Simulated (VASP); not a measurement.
A run of VASP 6.6.1:

The input INCAR:

```
PREC     = Accurate       # precision mode
ENCUT    = 520            # plane-wave cutoff, eV
EDIFF    = 1E-7           # SCF threshold, eV
ISMEAR   = 0              # smearing method
SIGMA    = 0.05           # smearing width, eV
LREAL    = False          # projectors in reciprocal space
LASPH    = True           # aspherical terms in the spheres
NELM     = 80             # most SCF steps
ALGO     = Normal         # electronic algorithm
ISIF     = 2              # what is computed and relaxed
LWAVE    = False          # write WAVECAR
LCHARG   = False          # write CHGCAR
GGA      = PS             # functional
NBANDS   = 20             # bands
```

The input KPOINTS:

```
regular mesh
0
Gamma
  8 8 8
```

POSCAR

```
CdF2
1.0
    0.0000000000      2.7641927239      2.6555599499
    2.7641927239      0.0000000000      2.6555599499
    2.7641927239      2.7641927239      0.0000000000
Cd F
1 2
Direct
    0.0000000000      0.0000000000      0.0000000000
    0.2500000000      0.2500000000      0.2500000000
    0.7500000000      0.7500000000      0.7500000000
```

Potentials or basis: VASP PAW PBE potentials, release 64 (Cd, F).

Command:

```console
$ cat potpaw_PBE.64/Cd/POTCAR potpaw_PBE.64/F/POTCAR > POTCAR
$ mpirun -np 1 vasp_std > vasp.out
```

Hardware: 1 thread of Intel(R) Xeon(R) Platinum 8259CL CPU @ 2.50GHz (Skylake/Cascade Lake), on a shared host.

Problem. How long does it take, and how much memory?

Solution. Run time: 46 s on 1 thread of Intel(R) Xeon(R) Platinum 8259CL CPU @ 2.50GHz (Skylake/Cascade Lake), with other jobs on the host, peak memory 0.19 GiB. Counts: scf iterations 14, k points 59.
